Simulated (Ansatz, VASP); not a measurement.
**BN in VASP and in Ansatz**

```
N B
1.0
     1.25112    0.72234    3.37293
    -1.25112    0.72234    3.37293
     0.00000   -1.44467    3.37293
N B
1 1
Direct
  0.66724 0.66724 0.66724
  0.00033 0.00033 0.00033
```

Alike in both runs: task relaxation of cell and atoms; functional PBEsol-based global hybrid; k mesh 6 × 6 × 6; occupations fermi-dirac, width 0.05 eV; no spin polarisation.

```csv
,VASP,Ansatz
version,VASP 6.6.1,Ansatz 0.2.0
potentials or method,"VASP PAW PBE potentials, release 64 (N, B)",Ansatz PAW
plane-wave cutoff (eV),600,420
valence electrons in the cell,8,8
```

VASP gave:

| Item | Value |
| --- | --- |
| gap on the k mesh at the Fermi level, each at its own relaxed structure (eV) | 6.25 |
| relaxed volume (Å³/atom) | 9.06 |
| relaxed cell length with the largest relative difference (Å) | 3.667 |

Task: What did Ansatz give for the same quantities?

Result: gap on the k mesh at the Fermi level, each at its own relaxed structure (eV): 6.29; relaxed volume (Å³/atom): 9.30; relaxed cell length with the largest relative difference (Å): 3.750.

VASP's potentials were made for PBE, not for PBEsol-based global hybrid.

The k mesh is coarse, so the values compare programs but aren't converged. Noted on Ansatz's run: the plane-wave basis is chosen anew once the cell has moved, so the energies of steps on either side of that aren't comparable.
